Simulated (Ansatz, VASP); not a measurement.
## Pt2F in VASP and in Ansatz

```
CELL_PARAMETERS angstrom
1.38638 0.80043 6.31287
-1.38638 0.80043 6.31287
0.00000 -1.60085 6.31287
ATOMIC_POSITIONS crystal
Pt 0.77280 0.77280 0.77280
Pt 0.55854 0.55854 0.55854
F 0.00196 0.00196 0.00196
```

Alike in both runs: functional PBE; k mesh 6 × 6 × 6; occupations gaussian, width 0.1 eV; no spin polarisation.

Ansatz relaxed the structure, and its values are those at the end. VASP's run is a single point on that final structure, the one shown.

```csv
,VASP,Ansatz
version,VASP 6.6.1,Ansatz 0.2.0
potentials or method,"VASP PAW PBE potentials, release 64 (Pt, F), cutoff 520 eV","scalar-relativistic, plane waves, PAW"
valence electrons in the cell,27,43
```

|  | VASP | Ansatz | Ansatz less VASP |
| --- | --- | --- | --- |
| gap on the k mesh at the Fermi level (eV) | none | none | - |
| pressure (GPa) | -0.5 | 0.0 | +0.50 |

A gap of «none» marks a metal or a gap that the smearing closes. VASP's potentials hold 27 valence electrons a cell and Ansatz's 43, so a difference there can come from the potentials and not from the codes.

The k mesh is coarse, so the values compare programs but aren't converged. Spin-orbit coupling is off throughout.
